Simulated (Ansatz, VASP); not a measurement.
## Mg: VASP beside Ansatz

```xyz
2
Lattice="3.2825 0.0000 0.0000 -1.6413 2.8427 0.0000 0.0000 0.0000 5.3291" Properties=species:S:1:pos:R:3 pbc="T T T"
Mg    0.0000    1.8952    1.3323
Mg    1.6413    0.9476    3.9969
```

Alike in both runs: task single point; functional pbesol exchange, lda correlation; k mesh 8 × 8 × 5; no spin polarisation.

|  | VASP | Ansatz |
| --- | --- | --- |
| version | VASP 6.6.1 | Ansatz 0.2.0 |
| potentials or method | VASP PAW PBE potentials, release 64 (Mg), cutoff 600 eV | plane waves, PAW |
| occupations | methfessel-paxton of order 1, width 0.2 eV | cold, width 0.2 eV |
| valence electrons in the cell | 4 | 20 |

```csv
,VASP,Ansatz,Ansatz less VASP
pressure (GPa),-2.1,-2.0,+0.09
"traceless stress, the component that is largest in VASP (GPa)",0.30,0.18,-0.120
```

VASP's potentials were made for PBE, not for pbesol exchange, lda correlation. VASP's potentials hold 4 valence electrons a cell and Ansatz's 20, so a difference there can come from the potentials and not from the codes. Ansatz's warnings: structure snapped to symmetry.
